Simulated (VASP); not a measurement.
# Ir (Fm-3m) in VASP: a series of runs, part 2 of 2

VASP 6.6.1. The steps go on from the part before.

**4. Single point, r2SCAN**

POSCAR

```
Ir
1.0
    0.0000000000      1.9228496764      1.9228496764
    1.9228496764      0.0000000000      1.9228496764
    1.9228496764      1.9228496764      0.0000000000
Ir
1
Direct
    0.0000000000      0.0000000000      0.0000000000
```

INCAR.step1

```
SYSTEM = Ir
PREC = Accurate ; ENCUT = 550
ISMEAR = -1 ; SIGMA = 0.3
LREAL = .False. ; LASPH = .True.
NELM = 120 ; NBANDS = 14
GGA = PE ; ALGO = Normal
EDIFF = 1E-5 ; LWAVE = .True.
LCHARG = .False. ; GGA_COMPAT = .False.
```

INCAR.step2

```
SYSTEM = Ir
PREC = Accurate ; ENCUT = 550
EDIFF = 1E-6 ; ISMEAR = -1
SIGMA = 0.3 ; LREAL = .False.
LASPH = .True. ; NELM = 120
ALGO = Normal ; ISIF = 2
LWAVE = .False. ; LCHARG = .False.
METAGGA = R2SCAN ; LMIXTAU = .True.
NBANDS = 14 ; ISTART = 1
GGA_COMPAT = .False.
```

KPOINTS

```
Automatic mesh
0
Gamma
  14 14 14
  0 0 0
```

Potentials or basis: VASP PAW PBE potentials, release 64 (Ir_sv_GW).

Command:

```sh
cat potpaw_PBE.64/Ir_sv_GW/POTCAR > POTCAR
cp INCAR.step1 INCAR
mpirun -np 1 vasp_std > vasp.out
cp INCAR.step2 INCAR
mpirun -np 1 vasp_std > vasp.out
```

OUTCAR:

```text
SYSTEM = Ir
   PREC = Accurate
   ENCUT = 550
   EDIFF = 1E-6
   ISMEAR = -1
   LREAL = .False.
   LASPH = .True.
   NELM = 120
   ISIF = 2
   METAGGA = R2SCAN
   ISTART = 1

 ion  position               nearest neighbor table
   1  0.000  0.000  0.000-

  LATTYP: Found a face centered cubic cell.
 ALAT       =     3.8456993528

  Lattice vectors:

 A1 = (   0.0000000000,   1.9228496764,   1.9228496764)
[... 586 lines left out ...]
     12      30.6645      0.00000
     13      33.1327      0.00000
     14      34.0032      0.00000

 [... further k-points ...]

------------------------ aborting loop because EDIFF is reached ----------------------------------------

  FORCE on cell =-STRESS in cart. coord.  units (eV):
  Direction    XX          YY          ZZ          XY          YZ          ZX
  --------------------------------------------------------------------------------------
  -------------------------------------------------------------------------------------
  Total        0.0165983      0.0165983      0.0165983      0.0000000      0.0000000      0.0000000
  in kB        1.8702887      1.8702887      1.8702887      0.0000000      0.0000000      0.0000000
  external PRESSURE =       1.8702887 kB  Pullay stress =       0.0000000 kB

 VOLUME and BASIS-vectors are now :
 -----------------------------------------------------------------------------
  energy-cutoff  :      550.00
  volume of cell :       14.22
      direct lattice vectors                 reciprocal lattice vectors
     0.000000000  1.922849676  1.922849676    -0.260030727  0.260030727  0.260030727
     1.922849676  0.000000000  1.922849676     0.260030727 -0.260030727  0.260030727
     1.922849676  1.922849676  0.000000000     0.260030727  0.260030727 -0.260030727

 POSITION                                       TOTAL-FORCE (eV/Angst)
 -----------------------------------------------------------------------------------
      0.00000      0.00000      0.00000        -0.000000     -0.000000     -0.000000
 -----------------------------------------------------------------------------------
    total drift:                                0.000000      0.000000     -0.000000

  FREE ENERGIE OF THE ION-ELECTRON SYSTEM (eV)
  ---------------------------------------------------
  free  energy   TOTEN  =       -53.0385905621 eV

  energy  without entropy=      -52.7549087614  energy(sigma->0) =      -52.89674966
```

OSZICAR.step1:

```text
N       E                     dE             d eps       ncg     rms          rms(c)
DAV:   1     0.112201481007E+03    0.11220E+03   -0.11832E+04  3040   0.131E+03
DAV:   2    -0.891746381590E+01   -0.12112E+03   -0.11587E+03  3734   0.397E+02
DAV:   3    -0.106330783016E+02   -0.17156E+01   -0.17111E+01  3200   0.441E+01
DAV:   4    -0.106356756727E+02   -0.25974E-02   -0.25973E-02  3416   0.212E+00
DAV:   5    -0.106356811570E+02   -0.54843E-05   -0.54848E-05  3206   0.920E-02    0.697E+01
DAV:   6    -0.964703796384E+01    0.98864E+00   -0.13382E+00  3014   0.124E+01    0.375E+01
DAV:   7    -0.956956666464E+01    0.77471E-01   -0.40690E-01  3320   0.643E+00    0.644E+00
DAV:   8    -0.955313155472E+01    0.16435E-01   -0.62740E-02  2942   0.310E+00    0.523E-01
DAV:   9    -0.955311801967E+01    0.13535E-04   -0.72893E-04  3206   0.337E-01    0.210E-01
DAV:  10    -0.955304106554E+01    0.76954E-04   -0.12565E-04  3242   0.161E-01    0.139E-01
DAV:  11    -0.955304097342E+01    0.92123E-07   -0.63651E-06  1624   0.324E-02
   1 F= -.95530410E+01 E0= -.94044855E+01  d E =-.297111E+00
```

Wall time 49 s (1 thread of Intel Xeon Platinum 8559C (Emerald Rapids), shared host); peak memory 0.16 GiB.

What came out:

| Property | Result |
| --- | --- |
| Free energy | -53.0386 eV |
| Pressure | 0.2 GPa |

Caveat: the PAW data sets were made with another functional, which shifts forces and pressure a little; spin-orbit coupling is left out, which moves the levels of the heavy elements.

**5. Single point, r2SCAN**

POSCAR is that of step 4.

INCAR.step1

```
ALGO = Normal
EDIFF = 1E-5
ENCUT = 550
GGA = PE
GGA_COMPAT = False
ISMEAR = 0
LASPH = True
LCHARG = False
LREAL = False
LWAVE = True
NBANDS = 14
NELM = 120
PREC = Accurate
SIGMA = 0.6
```

INCAR.step2

```
ALGO = Normal
EDIFF = 1E-6
ENCUT = 550
GGA_COMPAT = False
ISIF = 2
ISMEAR = 0
ISTART = 1
LASPH = True
LCHARG = True
LELF = True
LMIXTAU = True
LREAL = False
LVHAR = True
LWAVE = False
METAGGA = R2SCAN
NBANDS = 14
NELM = 120
PREC = Accurate
SIGMA = 0.6
```

KPOINTS

```
k-points
0
Gamma
  14 14 14
```

Command:

```sh
cat potpaw_PBE.64/Ir_sv_GW/POTCAR > POTCAR
cp INCAR.step1 INCAR
mpirun -np 1 vasp_std > vasp.out
cp INCAR.step2 INCAR
mpirun -np 1 vasp_std > vasp.out
```

Run time: 53 s. Hardware: 1 thread of Intel Xeon Platinum 8559C (Emerald Rapids), shared host; peak memory 0.16 GiB.

Results (log left out):

- Free energy: -52.9828 eV
- Pressure: -0.9 GPa

Levels at points of the mesh, in eV from the Fermi level:
```csv
k point,band 6,band 7,band 8,band 9,band 10,band 11
"(0.00, 0.00, 0.00)",-3.92,-3.92,-3.92,-1.23,-1.23,14.33
"(0.50, 0.00, 0.00)",-4.07,-4.07,-0.64,0.98,0.98,7.70
"(0.50, 0.50, 0.00)",-7.51,0.89,1.62,1.62,1.80,11.11
```

Caveat: the PAW data sets were made with another functional, which shifts forces and pressure a little; spin-orbit coupling is left out, which moves the levels of the heavy elements.

**6. Single point, r2SCAN**

POSCAR is that of step 5.

INCAR.step1

```
SYSTEM = Ir
ALGO = Normal
EDIFF = 1E-5
ENCUT = 550
GGA = PE
GGA_COMPAT = .FALSE.
ISMEAR = 1
LASPH = .TRUE.
LCHARG = .FALSE.
LREAL = .FALSE.
LWAVE = .TRUE.
NBANDS = 14
NELM = 120
PREC = Accurate
SIGMA = 0.01
```

INCAR.step2

```
SYSTEM = Ir
ALGO = Normal
EDIFF = 1E-6
ENCUT = 550
GGA_COMPAT = .FALSE.
ISIF = 2
ISMEAR = 1
ISTART = 1
LASPH = .TRUE.
LCHARG = .FALSE.
LMIXTAU = .TRUE.
LREAL = .FALSE.
LWAVE = .FALSE.
METAGGA = R2SCAN
NBANDS = 14
NELM = 120
PREC = Accurate
SIGMA = 0.01
```

KPOINTS

```
k-points
0
G
  14 14 14
  0 0 0
```

Potentials or basis: VASP PAW PBE potentials, release 64 (Ir_sv_GW).

Command:

```sh
cat potpaw_PBE.64/Ir_sv_GW/POTCAR > POTCAR
cp INCAR.step1 INCAR
mpirun -np 1 vasp_std > vasp.out
cp INCAR.step2 INCAR
mpirun -np 1 vasp_std > vasp.out
```

It took 39 s on 1 thread of Intel Xeon Platinum 8559C (Emerald Rapids), shared host; peak memory 0.16 GiB.

The run converged. Its results:

| Item | Value |
| --- | --- |
| Free energy | -52.8922 eV |
| Pressure | -2.5 GPa |

Levels at points of the mesh, in eV from the Fermi level:
```
           k point  band 4  band 5  band 6  band 7  band 8  band 9  band 10  band 11  band 12  band 13
(0.00, 0.00, 0.00)  -50.72  -11.33   -3.85   -3.85   -3.85   -1.17    -1.17    14.39    20.17    20.17
(0.50, 0.00, 0.00)  -50.84   -8.23   -4.00   -4.00   -0.57    1.05     1.05     7.77    14.15    20.11
(0.50, 0.50, 0.00)  -51.03   -8.02   -7.44    0.95    1.68    1.68     1.87    11.17    12.15    12.15
```

Caveat: the PAW data sets were made with another functional, which shifts forces and pressure a little; spin-orbit coupling is left out, which moves the levels of the heavy elements.

**7. Summary**

| potentials or basis | spin | cutoff (eV) | smearing | second run | gap on the mesh (eV) | pressure (GPa) |
| --- | --- | --- | --- | --- | --- | --- |
| VASP PAW PBE potentials, release 64 (Ir) | non-collinear, zero start, SOC | 520 | fermi-dirac 0.1 eV | - | - | 3.5 |
| VASP PAW PBE potentials, release 64 (Ir_sv_GW) | off | 550 | gaussian 0.1 eV | valence_matched | none | -2.4 |
| VASP PAW PBE potentials, release 64 (Ir_sv_GW) | off | 550 | fermi-dirac 0.3 eV | valence_matched | none | 0.2 |
| VASP PAW PBE potentials, release 64 (Ir_sv_GW) | off | 550 | gaussian 0.6 eV | valence_matched | none | -0.9 |
| VASP PAW PBE potentials, release 64 (Ir_sv_GW) | off | 550 | methfessel-paxton 0.01 eV | valence_matched | none | -2.5 |

Alike in all rows: task single point; level r2SCAN; cell as given; k mesh 14 × 14 × 14.

Caveats: the PAW data sets were made with another functional, which shifts forces and pressure a little; spin-orbit coupling is left out, which moves the levels of the heavy elements (some runs).

Total energies depend on the potentials used, so only differences within one code and one set of settings carry meaning.
